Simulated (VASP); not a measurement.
Write the native input for VASP 6.6.1 that does the following.

```
Task                   : single point
Functional             : PBE
Potentials or basis    : VASP PAW PBE potentials, release 64 (Cu, Se, Ga_d)
Cutoff                 : 520 eV
k mesh                 : 8 × 8 × 6
Occupations            : fermi-dirac, width 0.02 eV
Spin                   : no spin polarisation
Dipole correction      : no
Further INCAR settings : ALGO = Normal; EDIFF = 1e-06; NBANDS = 26
```

The structure of GaCuSe2 lies in POSCAR:

```
GaCuSe2
1.0
    3.7295628207      0.0000000000      0.0000000000
    0.0000000000      3.7295628207      0.0000000000
    0.0000000000      0.0000000000      5.2545477339
Cu Se Ga
1 2 1
Direct
    0.0000000000      0.0000000000      0.0000000000
    0.0000000000      0.0000000000      0.5000000000
    0.5000000000      0.5000000000      0.0000000000
    0.5000000000      0.5000000000      0.5000000000
```

These files were run (other wordings do the same):

INCAR

```
SYSTEM = GaCuSe2
PREC     = Accurate       ! precision mode
ENCUT    = 520            ! plane-wave cutoff, eV
EDIFF    = 1E-6           ! SCF threshold, eV
ISMEAR   = -1             ! smearing method
SIGMA    = 0.02           ! smearing width, eV
LREAL    = .False.        ! projectors in reciprocal space
LASPH    = .True.         ! aspherical terms in the spheres
NELM     = 100            ! most SCF steps
ALGO     = Normal         ! electronic algorithm
ISIF     = 2              ! what is computed and relaxed
LWAVE    = .False.        ! write WAVECAR
LCHARG   = .False.        ! write CHGCAR
GGA      = PE             ! functional
NBANDS   = 26             ! bands
```

KPOINTS

```
Automatic mesh
0
Gamma
  8 8 6
  0 0 0
```

Potentials or basis: VASP PAW PBE potentials, release 64 (Cu, Se, Ga_d).

The run is started by

```bash
$ cat potpaw_PBE.64/Cu/POTCAR potpaw_PBE.64/Se/POTCAR potpaw_PBE.64/Ga_d/POTCAR > POTCAR
$ mpirun -np 1 vasp_std > vasp.out
```

Results of the run:

The pressure is 2.6 GPa. The band gap on the k mesh is zero (band 18 reaches 6.25 eV, above the bottom of band 19 at 3.64 eV).

Run time: 75 s on 1 thread of AMD EPYC 9R45 96-Core Processor (Zen 5) (shared host), peak memory 0.23 GiB.
